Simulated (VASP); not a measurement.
Write the native input for VASP 6.6.1 that does the following.

```yaml
Task: single point
Functional: PBE
Potentials_or_basis: VASP PAW PBE potentials, release 64 (Ti_sv, Si)
Cutoff: 520 eV
k_mesh: 10 × 10 × 10
Occupations: gaussian, width 0.1 eV
Spin: no spin polarisation
Dipole_correction: no
Further_INCAR_settings: ALGO = Normal; EDIFF = 1e-06; NBANDS = 29
```

The structure of TiSi2 lies in POSCAR:

```
TiSi2
1.0
    0.0000000000      4.1355483463      4.2791650772
    2.4038136464      0.0000000000      4.2791650772
    2.4038136464      4.1355483463      0.0000000000
Ti Si
2 4
Direct
    0.5000000000      0.5000000000      0.5000000000
    0.7500000000      0.7500000000      0.7500000000
    0.8368398198      0.1631601802      0.8368398198
    0.1631601802      0.8368398198      0.1631601802
    0.0868398198      0.4131601802      0.0868398198
    0.4131601802      0.0868398198      0.4131601802
```

The input as run:

INCAR

```
SYSTEM = TiSi2
PREC = Accurate
ENCUT = 520
EDIFF = 1E-6
ISMEAR = 0
SIGMA = 0.1
LREAL = .FALSE.
LASPH = .TRUE.
NELM = 100
ALGO = Normal
ISIF = 2
LWAVE = .FALSE.
LCHARG = .FALSE.
GGA = PE
NBANDS = 29
```

KPOINTS

```
Automatic mesh
0
G
  10 10 10
  0 0 0
```

Potentials or basis: VASP PAW PBE potentials, release 64 (Ti_sv, Si).

Launch:

```bash
$ cat potpaw_PBE.64/Ti_sv/POTCAR potpaw_PBE.64/Si/POTCAR > POTCAR
$ mpirun -np 1 vasp_std > vasp.out
```

It gave:

```json
{
 "Pressure": "0.0 GPa",
 "Band gap on the k mesh": "zero (bands 20 and 21 overlap by 1.82 eV)"
}
```

Run time: 11 min on 1 thread of Intel(R) Xeon(R) Platinum 8259CL CPU @ 2.50GHz (Skylake/Cascade Lake), with other jobs on the host, peak memory 0.49 GiB.
